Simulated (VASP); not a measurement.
KCd2P2, 5 atoms in the cell. Symmetry: P-6m2, No. 187, hexagonal system. The conventional cell has a = 5.037 Å, b = 5.037 Å, c = 6.269 Å, α = 90.00°, β = 90.00°, γ = 120.00°. K (site symmetry -6m2) has 5 Cd at 2.91 to 3.13 Å and 6 P at 3.55 Å within 3.8 Å. Cd (site symmetry -6m2) has 6 P at 3.11 Å and 2 K at 3.13 Å within 4.1 Å. Cd (site symmetry -6m2) has 3 K at 2.91 Å and 6 P at 3.55 Å within 3.8 Å. Within 2.9 Å of P (site symmetry 3m) lie 1 P at 2.20 Å. The cell was built from a structure type or drawn by symmetry, and may not be a known phase.

- Program: VASP 6.6.1
- Task: single point
- Functional: PBE
- Potentials or basis: VASP PAW PBE potentials, release 64 (K_sv, Cd, P)
- Cutoff: 500 eV
- k mesh: 12 × 12 × 6
- Occupations: gaussian, width 0.1 eV
- Spin: no spin polarisation
- Dipole correction: no
- Further INCAR settings: ALGO = Normal; EDIFF = 1e-06; NBANDS = 30

Potentials or basis: VASP PAW PBE potentials, release 64 (K_sv, Cd, P).

Command:

```console
$ cat potpaw_PBE.64/K_sv/POTCAR potpaw_PBE.64/Cd/POTCAR potpaw_PBE.64/P/POTCAR > POTCAR
$ mpirun -np 1 vasp_std > vasp.out
```

Hardware: 1 thread of Intel(R) Xeon(R) Platinum 8559C (Emerald Rapids), with other jobs on the host.

Question: Estimate the wall time of this run.

Answer: It took 2.6 min on 1 thread of Intel(R) Xeon(R) Platinum 8559C (Emerald Rapids), with other jobs on the host, peak memory 0.43 GiB. Counts: scf iterations 14, k points 76.
